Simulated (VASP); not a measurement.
Input of a VASP 6.6.1 run:

INCAR

```
PREC     = Accurate       # precision mode
ENCUT    = 520            # plane-wave cutoff, eV
EDIFF    = 1E-7           # SCF threshold, eV
ISMEAR   = 0              # smearing method
SIGMA    = 0.02           # smearing width, eV
LREAL    = False          # projectors in reciprocal space
LASPH    = True           # aspherical terms in the spheres
NELM     = 60             # most SCF steps
ALGO     = Normal         # electronic algorithm
ISIF     = 2              # what is computed and relaxed
LWAVE    = False          # write WAVECAR
LCHARG   = False          # write CHGCAR
GGA      = PE             # functional
NBANDS   = 36             # bands
```

KPOINTS

```
regular mesh
0
Gamma
  6 6 2
```

Contents of POSCAR:

```
Be3Se2O
1.0
    5.3010293064      0.0004205349      0.0569455850
    2.6497967074      4.5915002387      0.0136566232
    0.5705194633     -0.1794938970     13.4251181371
Be Se O
6 4 2
Direct
    0.9915397443      0.3064023804      0.0955020013
    0.0085469284      0.2740424589      0.5950690475
    0.7012815175      0.0161700800      0.0954731634
    0.7182164699      0.9838324579      0.5951033430
    0.2817706315      0.7259698336      0.0954769396
    0.2986418106      0.6935847750      0.5950705210
    0.6456144456      0.6866714914      0.1744943037
    0.6877183129      0.6466267404      0.5160990219
    0.3374511557      0.3456865557      0.0164800352
    0.3292405983      0.3210010315      0.6741155870
    0.9915261955      0.0161760811      0.0954881612
    0.0084521899      0.9838361142      0.5951252754
```

Potentials or basis: VASP PAW PBE potentials, release 64 (Be, Se, O).

Command:

```bash
$ cat potpaw_PBE.64/Be/POTCAR potpaw_PBE.64/Se/POTCAR potpaw_PBE.64/O/POTCAR > POTCAR
$ mpirun -np 1 vasp_std > vasp.out
```

Predict the band gap on the k mesh.

4.09 eV (least direct gap 4.53 eV).

Predict the largest force.

0.025 eV/Å.

Forces in eV/Å, atoms in the order of the input:
```
Be   0.002  0.004 -0.001
Be   0.001  0.004  0.003
Be  -0.003  0.000  0.001
Be  -0.004  0.000  0.001
Be   0.002 -0.004  0.000
Be   0.003 -0.004  0.002
Se   0.000  0.001  0.024
Se   0.000  0.001 -0.025
Se  -0.001  0.000 -0.024
Se  -0.001 -0.001  0.022
O    0.000 -0.001  0.000
O    0.001 -0.001 -0.003
```

A k mesh can miss the band edges.
